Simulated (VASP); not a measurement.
Crystal: SnSe2.

```
Sn Se
1.0
     3.81100    0.00000    0.00000
    -1.90550    3.30042    0.00000
     0.00000    0.00000    6.13600
Sn Se
1 2
Direct
  0.00000 0.00000 0.00000
  0.33333 0.66667 0.24900
  0.66667 0.33333 0.75100
```

```yaml
Program: VASP 6.6.1
Task: relaxation of cell and atoms
Functional: PBEsol
Potentials_or_basis: VASP PAW PBE potentials, release 64 (Sn_d, Se)
Cutoff: 600 eV
k_mesh: 9 × 9 × 6
Occupations: gaussian, width 0.02 eV
Spin: no spin polarisation
```

At the start: pressure 2.6 GPa; volume 25.73 Å³/atom.

Task: How do energy, volume and symmetry change on relaxing?

Result: Over 26 steps the energy falls by 12.9 meV/atom and the volume is 25.92 Å³/atom (+0.8 %); space group P-3m1 (No. 164, to 0.1 Å) before and after.

Step by step:
| step | energy change (eV) | largest force (eV/Å) | pressure (GPa) | volume (Å³) |
| --- | --- | --- | --- | --- |
| 1 | 0.0000 | 0.6231 | 2.65 | 77.18 |
| 2 | -0.0132 | 0.2780 | -2.39 | 82.02 |
| 3 | -0.0338 | 0.0960 | -0.37 | 79.83 |
| 4 | -0.0368 | 0.0484 | -0.21 | 79.40 |
| 5 | -0.0375 | 0.0117 | -0.06 | 79.07 |
| 6 | -0.0375 | 0.0151 | -0.09 | 79.10 |
| 7 | -0.0376 | 0.0336 | 0.05 | 78.93 |
| 8 | -0.0376 | 0.0390 | 0.09 | 78.88 |
| 9 | -0.0377 | 0.0376 | 0.06 | 78.86 |
| 10 | -0.0379 | 0.0328 | 0.04 | 78.79 |
| 11 | -0.0382 | 0.0235 | -0.06 | 78.66 |
| 12 | -0.0384 | 0.0057 | -0.21 | 78.40 |
| 13 | -0.0384 | 0.0072 | -0.17 | 78.31 |
| 14 | -0.0386 | 0.0117 | -0.12 | 78.07 |
| 15 | -0.0386 | 0.0215 | 0.03 | 77.58 |
| 16 | -0.0386 | 0.0174 | -0.03 | 77.81 |
| 17 | -0.0386 | 0.0163 | -0.06 | 77.85 |
| 18 | -0.0386 | 0.0168 | -0.03 | 77.83 |
| 19 | -0.0386 | 0.0134 | -0.03 | 77.82 |
| 20 | -0.0387 | 0.0028 | -0.02 | 77.80 |
| 21 | -0.0387 | 0.0173 | -0.02 | 77.76 |
| 22 | -0.0388 | 0.0033 | -0.03 | 77.79 |
| 23 | -0.0388 | 0.0047 | -0.01 | 77.79 |
| 24 | -0.0388 | 0.0041 | -0.01 | 77.79 |
| 25 | -0.0388 | 0.0037 | -0.01 | 77.79 |
| 26 | -0.0388 | 0.0004 | 0.00 | 77.77 |

Final structure:
```cif
data_structure
_symmetry_space_group_name_H-M 'P 1'
_symmetry_Int_Tables_number 1
_cell_length_a 3.8206
_cell_length_b 3.8206
_cell_length_c 6.1525
_cell_angle_alpha 90.000
_cell_angle_beta 90.000
_cell_angle_gamma 120.000
_cell_volume 77.77
loop_
_atom_site_label
_atom_site_type_symbol
_atom_site_fract_x
_atom_site_fract_y
_atom_site_fract_z
_atom_site_occupancy
Sn1 Sn 0.00000 0.00000 0.00000 1
Se1 Se 0.33333 0.66667 0.25804 1
Se2 Se 0.66667 0.33333 0.74196 1
```

Caveat: the PAW data sets were made with another functional, which shifts forces and pressure a little; this functional lacks dispersion, which binds the layers, so the pressure and a relaxed spacing across them are unreliable.
